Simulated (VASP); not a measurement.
C3N, 8 atoms in the cell. The structure is hexagonal, space group P6_3/mcm (No. 193). Conventional cell: a = 4.470 Å, b = 4.470 Å, c = 5.513 Å, α = 90.00°, β = 90.00°, γ = 120.00°. C (site symmetry m2m) has 2 N at 1.71 Å and 2 C at 1.76 Å within 2.3 Å. Within 2.3 Å of N (site symmetry -3m) lie 6 C at 1.71 Å. The cell was generated, and may not be a known phase.

| Property | Result |
| --- | --- |
| Program | VASP 6.6.1 |
| Task | single point |
| Functional | PBE |
| Potentials or basis | VASP PAW PBE potentials, release 64 (C, N) |
| Cutoff | 520 eV |
| k mesh | 6 × 6 × 4 |
| Occupations | gaussian, width 0.1 eV |
| Spin | no spin polarisation |
| Dipole correction | no |
| Further INCAR settings | ALGO = Normal; EDIFF = 1e-06; NBANDS = 27 |

Potentials or basis: VASP PAW PBE potentials, release 64 (C, N).

Run with:

```sh
$ cat potpaw_PBE.64/C/POTCAR potpaw_PBE.64/N/POTCAR > POTCAR
$ mpirun -np 1 vasp_std > vasp.out
```

Hardware: 1 thread of Oxide Virtual Turin-like Processor, with other jobs on the host.

Problem. Estimate the wall time of this run.

Solution. Run time: 60 s on 1 thread of Oxide Virtual Turin-like Processor, on a shared host, peak memory 0.19 GiB. Counts: scf iterations 14, k points 21.
